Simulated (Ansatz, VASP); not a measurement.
**HfBr in VASP and in Ansatz**

INCAR

```
SYSTEM = HfBr
PREC = Accurate
ENCUT = 520
EDIFF = 1E-7
ISMEAR = 0
SIGMA = 0.1
LREAL = .False.
LASPH = .True.
NELM = 80
ALGO = Normal
ISIF = 2
LWAVE = .False.
LCHARG = .True.
GGA = PE
LELF = .True.
LVHAR = .True.
NBANDS = 25
```

The input KPOINTS:

```
Automatic mesh
0
Gamma
  4 4 4
  0 0 0
```

POSCAR

```
HfBr
1.0
    0.0000000000      3.8247462300      3.8247462300
    3.8247462300      0.0000000000      3.8247462300
    3.8247462300      3.8247462300      0.0000000000
Hf Br
2 2
Direct
    0.0000000000      0.0000000000      0.0000000000
    0.2500000000      0.2500000000      0.2500000000
    0.7500000000      0.7500000000      0.7500000000
    0.5000000000      0.5000000000      0.5000000000
```

Input for Ansatz:

```yaml
crystal:
  lattice:
    - [0.0, 3.82474623, 3.82474623]
    - [3.82474623, 0.0, 3.82474623]
    - [3.82474623, 3.82474623, 0.0]
  atoms:
    - { symbol: Hf, position: [0.0, 0.0, 0.0] }
    - { symbol: Hf, position: [0.25, 0.25, 0.25] }
    - { symbol: Br, position: [0.75, 0.75, 0.75] }
    - { symbol: Br, position: [0.5, 0.5, 0.5] }
basis:
  ecutwfc: 420
kpoints:
  mp_grid: { grid: [4, 4, 4] }
hamiltonian:
  xc: pbe
scf:
  occupations: { method: gaussian, width: 0.1 }
  lower_state_search: "off"
output:
  forces: true
  stress: true
  eigenvalues: true
```

Alike in both runs: task single point; functional PBE; k mesh 4 × 4 × 4; occupations gaussian, width 0.1 eV; no spin polarisation.

```csv
,VASP,Ansatz
version,VASP 6.6.1,Ansatz 0.2.0
potentials or method,"VASP PAW PBE potentials, release 64 (Hf_pv, Br), cutoff 520 eV","scalar-relativistic, plane waves, PAW"
valence electrons in the cell,34,66
```

|  | VASP | Ansatz | Ansatz less VASP |
| --- | --- | --- | --- |
| gap on the k mesh at the Fermi level (eV) | none | none | - |
| pressure (GPa) | -5.0 | -4.8 | +0.23 |

A gap of «none» marks a metal or a gap that the smearing closes. VASP's potentials hold 34 valence electrons a cell and Ansatz's 66, so a difference there can come from the potentials and not from the codes.

Spin-orbit coupling is off throughout.
